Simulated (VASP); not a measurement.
# AlB2As3 (I-4m2) in VASP: further runs, part 2 of 2

VASP 6.6.1. Earlier steps stand in the parts before.

### Step 5. Relaxation of cell and atoms, PBE

This run uses another cell than the first one, of 17.11 Å³/atom, 1.016 times its volume.

The input, INCAR:

```
SYSTEM = AlB2As3
PREC = Accurate
ENCUT = 600
EDIFF = 1E-7
ISMEAR = 0
SIGMA = 0.1
LREAL = .FALSE.
LASPH = .TRUE.
NELM = 80
ALGO = Normal
ISIF = 3
LWAVE = .FALSE.
LCHARG = .FALSE.
GGA = PE
IBRION = 2
NSW = 90
EDIFFG = -0.04
```

The input, KPOINTS:

```
Automatic mesh
0
G
  6 6 6
  0 0 0
```

The input, POSCAR:

```
AlB2As3
1.0
   -1.8221210300      1.8221210300      7.7306048000
    1.8221210300     -1.8221210300      7.7306048000
    1.8221210300      1.8221210300     -7.7306048000
Al B As
1 2 3
Direct
    0.5000000000      0.5000000000      0.0000000000
    0.8333333300      0.8333333300      0.0000000000
    0.1666666700      0.1666666700      0.0000000000
    0.5833333300      0.0833333300      0.5000000000
    0.2500000000      0.7500000000      0.5000000000
    0.9166666700      0.4166666700      0.5000000000
```

Potentials or basis: VASP PAW PBE potentials, release 64 (Al, B, As).

The run is started by

```
$ cat potpaw_PBE.64/Al/POTCAR potpaw_PBE.64/B/POTCAR potpaw_PBE.64/As/POTCAR > POTCAR
$ mpirun -np 1 vasp_std > vasp.out
```

OUTCAR:

```text
SYSTEM = AlB2As3
   PREC = Accurate
   ENCUT = 600
   EDIFF = 1E-7
   ISMEAR = 0
   LREAL = .FALSE.
   LASPH = .TRUE.
   NELM = 80
   ISIF = 3
   GGA = PE
   IBRION = 2
   NSW = 90
   EDIFFG = -0.04

 ion  position               nearest neighbor table
   1  0.500  0.500  0.000-   4 2.23   6 2.23   4 2.23   6 2.23
   2  0.833  0.833  0.000-   5 2.23   5 2.23   6 2.23   6 2.23
   3  0.167  0.167  0.000-   5 2.23   5 2.23   4 2.23   4 2.23
   4  0.583  0.083  0.500-   1 2.23   1 2.23   3 2.23   3 2.23
   5  0.250  0.750  0.500-   2 2.23   3 2.23   2 2.23   3 2.23
   6  0.917  0.417  0.500-   1 2.23   1 2.23   2 2.23   2 2.23

  LATTYP: Found a body centered tetragonal cell.
 ALAT       =     3.6442420600
 C/A-ratio  =     4.2426406768

  Lattice vectors:

 A1 = (  -1.8221210300,   1.8221210300,   7.7306048000)
[... 471 lines left out ...]
  ext. energy  EPLUGINS =         0.00000000
  ---------------------------------------------------
  free energy    TOTEN  =       -31.13657713 eV

  energy without entropy =      -31.13657706  energy(sigma->0) =      -31.13657710

 E-fermi :   5.8425     XC(G=0):  -9.8718

 val. band max:        5.5326580927   @ k =   0.0000   0.0000   0.0000
 cond. band min:       6.1557145739   @ k =   0.5000   0.5000   0.5000
 fundamental gap:      0.6230564812
 Fermi energy:         5.8424886261

 k-point     1 :       0.0000    0.0000    0.0000
  band No.  band energies     occupation
      1      -8.9595      2.00000
      2      -7.2227      2.00000
      3      -6.4346      2.00000
      4      -0.6292      2.00000
      5      -0.2895      2.00000
      6       1.5837      2.00000
[... 433 lines left out ...]
      3      -5.8845      2.00000
      4      -1.7567      2.00000
      5      -0.0494      2.00000
      6       0.9564      2.00000
[... 8 lines left out ...]
     15       7.9389      0.00000
     16       8.6840      0.00000

 [... further k-points ...]
[... 5 lines left out ...]
  --------------------------------------------------------------------------------------
  -------------------------------------------------------------------------------------
  Total       -0.1479407     -0.1479407     -0.1032223      0.0000000      0.0000000      0.0000000
  in kB       -2.3330169     -2.3330169     -1.6278097      0.0000000      0.0000000      0.0000000
  external PRESSURE =      -2.0979478 kB  Pullay stress =       0.0000000 kB
[... 21 lines left out ...]
  FREE ENERGIE OF THE ION-ELECTRON SYSTEM (eV)
  ---------------------------------------------------
  free  energy   TOTEN  =       -31.1365771311 eV

  energy  without entropy=      -31.1365770593  energy(sigma->0) =      -31.13657710

 reached required accuracy - stopping structural energy minimisation
```

OSZICAR:

```text
N       E                     dE             d eps       ncg     rms          rms(c)
DAV:   1     0.907884280979E+02    0.90788E+02   -0.10945E+04   960   0.142E+03
DAV:   2    -0.248079660636E+02   -0.11560E+03   -0.11387E+03  1288   0.193E+02
DAV:   3    -0.305364381463E+02   -0.57285E+01   -0.57215E+01  1360   0.479E+01
[... 80 lines left out ...]
DAV:   3    -0.311365933509E+02    0.23549E-03   -0.70174E-04  1216   0.125E-01    0.239E-02
DAV:   4    -0.311365833908E+02    0.99600E-05   -0.29792E-05  1184   0.323E-02    0.163E-02
DAV:   5    -0.311365773750E+02    0.60159E-05   -0.63809E-06  1264   0.148E-02    0.813E-03
DAV:   6    -0.311365771224E+02    0.25258E-06   -0.39215E-07  1256   0.383E-03    0.254E-03
DAV:   7    -0.311365771311E+02   -0.87025E-08   -0.44540E-08   640   0.125E-03
   8 F= -.31136577E+02 E0= -.31136577E+02  d E =-.406822E-03
```

Run time: 24 min. Hardware: 1 thread of Intel Xeon Platinum 8488C (Sapphire Rapids), shared host; peak memory 0.8 GiB.

What came out:

* Free energy: -31.1366 eV
* Relaxed volume: 16.93 Å³/atom
* Relaxed cell: a = 8.287 Å, b = 8.287 Å, c = 8.287 Å, α = 154.99°, β = 154.99°, γ = 35.66°
* Space group after relaxing (to 0.05 Å): I-4m2 (No. 119)
* Energy gained by relaxing: 207.0 meV/atom
* Ionic steps: 8
* Pressure after relaxing: -0.2 GPa
* Largest force after relaxing: 0.022 eV/Å
* Band gap on the k mesh: 0.62 eV, indirect (least direct gap 0.67 eV)

Forces in eV/Å, atoms in the order of the input:
```
Al   0.000  0.000  0.000
B    0.000  0.000 -0.012
B    0.000  0.000  0.012
As   0.000  0.000 -0.022
As   0.000  0.000  0.000
As   0.000  0.000  0.022
```

Step by step:
| step | energy change (eV) | largest force (eV/Å) | pressure (GPa) | volume (Å³) |
| --- | --- | --- | --- | --- |
| 1 | 0.0000 | 4.2155 | 3.15 | 102.67 |
| 2 | -0.9028 | 1.2162 | -4.53 | 107.74 |
| 3 | -0.9037 | 1.2458 | -4.69 | 107.90 |
| 4 | -1.1760 | 0.8751 | 0.62 | 101.03 |
| 5 | -1.1842 | 0.7826 | 1.91 | 99.72 |
| 6 | -1.2411 | 0.1128 | 0.25 | 101.15 |
| 7 | -1.2415 | 0.0447 | 0.37 | 101.04 |
| 8 | -1.2420 | 0.0216 | -0.21 | 101.60 |

Final structure:
```xyz
6
Lattice="-1.7943 1.7943 7.8892 1.7943 -1.7943 7.8892 1.7943 1.7943 -7.8892" Properties=species:S:1:pos:R:3 pbc="T T T"
Al    0.0000    0.0000    7.8892
B     0.0000    0.0000   13.0073
B     0.0000    0.0000    2.7711
As    0.0000    1.7943    1.6071
As    1.7943    0.0000    3.9446
As    0.0000    1.7943    6.2821
```

### Step 6. Single point, PBE

The input, INCAR:

```
SYSTEM = AlB2As3
PREC = Accurate ; ENCUT = 520
EDIFF = 1E-7 ; ISMEAR = 0
SIGMA = 0.02 ; LREAL = .FALSE.
LASPH = .TRUE. ; NELM = 100
ALGO = Normal ; ISIF = 2
LWAVE = .FALSE. ; LCHARG = .FALSE.
GGA = PE ; NBANDS = 21
```

The input, KPOINTS:

```
regular mesh
0
G
  10 10 10
  0 0 0
```

The input, POSCAR:

```
AlB2As3
1.0
   -1.7891657426      1.7891657426      7.8886199637
    1.7891657426     -1.7891657426      7.8886199637
    1.7891657426      1.7891657426     -7.8886199637
Al B As
1 2 3
Direct
    0.5000000000      0.5000000000      0.0000000000
    0.8243188215      0.8243188215      0.0000000000
    0.1756811785      0.1756811785      0.0000000000
    0.6018962699      0.1018962699      0.5000000000
    0.2500000000      0.7500000000      0.5000000000
    0.8981037301      0.3981037301      0.5000000000
```

Potentials or basis: VASP PAW PBE potentials, release 64 (Al, B, As).

The run is started by

```
$ cat potpaw_PBE.64/Al/POTCAR potpaw_PBE.64/B/POTCAR potpaw_PBE.64/As/POTCAR > POTCAR
$ mpirun -np 1 vasp_std > vasp.out
```

Wall time 12 min (1 thread of Intel Xeon Platinum 8488C (Sapphire Rapids), shared host); peak memory 0.65 GiB.

It converged, with:

```
Free energy            : -31.1567 eV
Pressure               : 0.3 GPa
Largest force          : 0.018 eV/Å
Band gap on the k mesh : 0.62 eV, indirect (least direct gap 0.67 eV)
```

Forces on the atoms (eV/Å):
```
Al   0.000  0.000  0.000
B    0.000  0.000  0.000
B    0.000  0.000  0.000
As   0.000  0.000 -0.018
As   0.000  0.000  0.000
As   0.000  0.000  0.018
```

Levels at points of the mesh, in eV from the valence-band top:
| k point | band 9 | band 10 | band 11 | band 12 | band 13 | band 14 | band 15 | band 16 |
| --- | --- | --- | --- | --- | --- | --- | --- | --- |
| (0.00, 0.00, 0.00) | -2.71 | -0.59 | 0.00 | 0.00 | 0.67 | 0.86 | 1.87 | 2.00 |
| (0.50, 0.00, 0.00) | -2.58 | -2.53 | -2.01 | -0.53 | 1.15 | 2.15 | 3.12 | 3.38 |
| (0.50, 0.50, 0.00) | -4.66 | -4.49 | -3.78 | -3.64 | 0.71 | 1.11 | 2.25 | 2.79 |
| (0.50, 0.50, 0.50) | -2.37 | -2.37 | -0.60 | -0.60 | 0.62 | 0.97 | 1.69 | 2.33 |

A k mesh can miss the band edges. Expect the measured gap to be larger: semilocal functionals such as PBE lack the derivative discontinuity.

### Step 7. Summary

| task | cell | k mesh | cutoff (eV) | smearing | gap on the mesh (eV) | pressure (GPa) | relaxed volume (Å³/atom) | largest force (eV/Å) |
| --- | --- | --- | --- | --- | --- | --- | --- | --- |
| relaxation of cell and atoms | relaxed from a = 8.271 Å, angles 155.0, 155.0, 35.7°, 6 atoms | 10 × 10 × 10 | 600 | gaussian 0.02 eV | 0.63 | 0.0 | 16.89 | 0.01 |
| single point | a = 8.271 Å, angles 155.0, 155.0, 35.7°, 6 atoms | 6 × 6 × 6 | 520 | gaussian 0.1 eV | 0.63 | 0.3 | - | 0.04 |
| single point | a = 8.149 Å, angles 154.2, 154.2, 36.9°, 6 atoms | 6 × 6 × 6 | 520 | gaussian 0.1 eV | 1.18 | 3.2 | - | 4.22 |
| relaxation of cell and atoms | relaxed from a = 8.149 Å, angles 154.2, 154.2, 36.9°, 6 atoms | 6 × 6 × 6 | 600 | gaussian 0.1 eV | 0.62 | -0.2 | 16.93 | 0.02 |
| single point | a = 8.284 Å, angles 155.1, 155.1, 35.6°, 6 atoms | 10 × 10 × 10 | 520 | gaussian 0.02 eV | 0.62 | 0.3 | - | 0.02 |

Alike in all rows: level PBE; potentials or basis VASP PAW PBE potentials, release 64 (Al, B, As); no spin polarisation.

Caveats: forces of over 1 eV/Å act on the atoms, so gaps and moduli don't describe the material at rest (some runs).

Absolute energies hang on the potentials; compare differences alone.
